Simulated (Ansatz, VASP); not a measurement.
**Sb: VASP beside Ansatz**

The input INCAR:

```
SYSTEM = Sb
PREC = Accurate
ENCUT = 520
EDIFF = 1E-6
ISMEAR = 0
SIGMA = 0.15
LREAL = .False.
LASPH = .True.
NELM = 80
ALGO = Normal
ISIF = 2
LWAVE = .False.
LCHARG = .False.
GGA = PE
NBANDS = 8
```

Contents of KPOINTS:

```
regular mesh
0
Gamma
  16 16 16
  0 0 0
```

POSCAR

```
Sb
1.0
    3.1600000000      0.0000000000      0.0000000000
    0.0000000000      3.2548000000      0.0000000000
    0.0000000000      0.0000000000      3.1600000000
Sb
1
Direct
    0.0000000000      0.0000000000      0.0000000000
```

Input for Ansatz:

```yaml
crystal:
  lattice:
    - [3.16, 0.0, 0.0]
    - [0.0, 3.2548, 0.0]
    - [0.0, 0.0, 3.16]
  atoms:
    - { symbol: Sb, position: [0.0, 0.0, 0.0] }
basis:
  ecutwfc: 420
kpoints:
  mp_grid: { grid: [16, 16, 16] }
hamiltonian:
  xc: pbe
scf:
  occupations: { method: gaussian, width: 0.15 }
output:
  forces: true
  stress: true
  eigenvalues: true
```

Change from the starting cell: strain +0.0300 x Voigt [0, 1, 0, 0, 0, 0], atoms carried along.

Alike in both runs: task single point; functional PBE; k mesh 16 × 16 × 16; occupations gaussian, width 0.15 eV; no spin polarisation.

```csv
,VASP,Ansatz
version,VASP 6.6.1,Ansatz 0.2.0
potentials or method,"VASP PAW PBE potentials, release 64 (Sb), cutoff 520 eV","scalar-relativistic, plane waves, PAW"
valence electrons in the cell,5,15
```

|  | VASP | Ansatz | Ansatz less VASP |
| --- | --- | --- | --- |
| gap on the k mesh at the Fermi level (eV) | none | none | - |
| pressure (GPa) | -3.6 | -3.6 | +0.05 |
| traceless stress, the component that is largest in VASP (GPa) | -1.52 | -1.52 | +0.004 |

A gap of «none» marks a metal or a gap that the smearing closes. With one functional, cell and mesh, what is left measures potentials, basis and numerics. VASP's potentials hold 5 valence electrons a cell and Ansatz's 15, so a difference there can come from the potentials and not from the codes.

Neither program's run includes spin-orbit coupling.
